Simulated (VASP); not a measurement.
# TiB2: single point with PBEsol+D3(BJ)

Crystal: TiB2.

```
Ti B
1.0
     2.99212    0.00000    0.00000
    -1.49606    2.59126    0.00000
     0.00000    0.00000    3.15173
Ti B
1 2
Cartesian
  0.0000 0.0000 0.0000
  1.4961 0.8638 1.5759
  0.0000 1.7275 1.5759
```

* Program: VASP 6.6.1
* Task: single point
* Functional: PBEsol
* Dispersion: D3(BJ)
* Potentials or basis: VASP PAW PBE potentials, release 64 (Ti_sv, B)
* Cutoff: 520 eV
* k mesh: 10 × 10 × 8
* Occupations: fermi-dirac, width 0.05 eV
* Spin: no spin polarisation
* Dipole correction: no
* Further INCAR settings: ALGO = Normal; EDIFF = 1e-06; NBANDS = 16

```
Pressure                   : 0.5 GPa
Band gap on the k mesh     : zero (bands 9 and 10 overlap by 0.78 eV)
Dispersion energy per atom : -0.387 eV
```

Stress tensor (GPa, compression positive):
```
0.53 0.00 0.00
0.00 0.53 0.00
0.00 0.00 0.38
```

Levels at points of the mesh, in eV from the Fermi level:
```tsv
k point	band 5	band 6	band 7	band 8	band 9	band 10	band 11	band 12	band 13	band 14
(0.00, 0.00, 0.00)	-13.63	-2.70	-2.70	-2.16	-2.10	2.13	2.13	4.07	4.07	5.98
(0.50, 0.00, 0.00)	-9.51	-9.19	-3.26	-3.20	-2.35	1.54	2.99	3.53	3.68	7.90
(0.00, 0.00, 0.50)	-11.49	-7.72	-0.48	-0.48	-0.19	-0.19	0.53	0.53	1.99	6.72
(0.50, 0.00, 0.50)	-9.84	-7.50	-4.78	-3.93	-3.07	2.84	3.20	5.03	5.06	5.74
```

It took 16 s on 1 thread of AMD EPYC 9R45 96-Core Processor (Zen 5), with other jobs on the host, peak memory 0.14 GiB.

Caveat: the PAW data sets were made with another functional, which shifts forces and pressure a little.
